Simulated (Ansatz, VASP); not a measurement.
One calculation of TaN, two programs

Contents of POSCAR:

```
TaN
1.0
    0.0000000000      2.1681050000      2.1790000000
    2.1790000000      0.0000000000      2.1790000000
    2.1790000000      2.1681050000      0.0000000000
Ta N
1 1
Direct
    0.5000000000      0.5000000000      0.5000000000
    0.0000000000      0.0000000000      0.0000000000
```

Contents of INCAR.step1:

```
SYSTEM = TaN
PREC     = Accurate       ! precision mode
ENCUT    = 520            ! plane-wave cutoff, eV
ISMEAR   = 0              ! smearing method
SIGMA    = 0.15           ! smearing width, eV
LREAL    = .False.        ! projectors in reciprocal space
LASPH    = .True.         ! aspherical terms in the spheres
NELM     = 60             ! most SCF steps
NBANDS   = 15             ! bands
GGA      = PE             ! functional
ALGO     = Normal         ! electronic algorithm
EDIFF    = 1E-4           ! SCF threshold, eV
LWAVE    = .True.         ! write WAVECAR
LCHARG   = .False.        ! write CHGCAR
```

The input INCAR.step2:

```
SYSTEM = TaN
PREC     = Accurate       ! precision mode
ENCUT    = 520            ! plane-wave cutoff, eV
EDIFF    = 1E-6           ! SCF threshold, eV
ISMEAR   = 0              ! smearing method
SIGMA    = 0.15           ! smearing width, eV
LREAL    = .False.        ! projectors in reciprocal space
LASPH    = .True.         ! aspherical terms in the spheres
NELM     = 60             ! most SCF steps
ALGO     = Normal         ! electronic algorithm
ISIF     = 2              ! what is computed and relaxed
LWAVE    = .False.        ! write WAVECAR
LCHARG   = .True.         ! write CHGCAR
METAGGA  = R2SCAN         ! meta-GGA
LMIXTAU  = .True.       
LELF     = .True.         ! ELF
LVHAR    = .True.       
NBANDS   = 15             ! bands
ISTART   = 1
```

KPOINTS

```
Automatic mesh
0
Gamma
  18 18 18
  0 0 0
```

Input for Ansatz:

```yaml
crystal:
  lattice:
    - [0.0, 2.168105, 2.179]
    - [2.179, 0.0, 2.179]
    - [2.179, 2.168105, 0.0]
  atoms:
    - { symbol: Ta, position: [0.5, 0.5, 0.5] }
    - { symbol: "N", position: [0.0, 0.0, 0.0] }
basis:
  ecutwfc: 500
kpoints:
  mp_grid: { grid: [18, 18, 18] }
hamiltonian:
  xc: r2scan
scf:
  occupations: { method: gaussian, width: 0.15 }
output:
  forces: true
  stress: true
  eigenvalues: true
```

Change from the starting cell: strain -0.0050 x Voigt [0, 1, 0, 0, 0, 0], atoms carried along.

Alike in both runs: task single point; functional r2SCAN; k mesh 18 × 18 × 18; occupations gaussian, width 0.15 eV; no spin polarisation.

|  | VASP | Ansatz |
| --- | --- | --- |
| version | VASP 6.6.1 | Ansatz 0.2.0 |
| potentials or method | VASP PAW PBE potentials, release 64 (Ta_pv, N), cutoff 520 eV | scalar-relativistic, plane waves, PAW |
| valence electrons in the cell | 16 | 18 |

```tsv
	VASP	Ansatz	Ansatz less VASP
gap on the k mesh at the Fermi level (eV)	none	none	-
pressure (GPa)	14.0	11.8	-2.18
traceless stress, the component that is largest in VASP (GPa)	2.36	2.35	-0.005
```

VASP's potentials were made for PBE, not for r2SCAN. A gap of «none» marks a metal or a gap that the smearing closes. VASP's potentials hold 16 valence electrons a cell and Ansatz's 18, so a difference there can come from the potentials and not from the codes.

Neither program's run includes spin-orbit coupling.
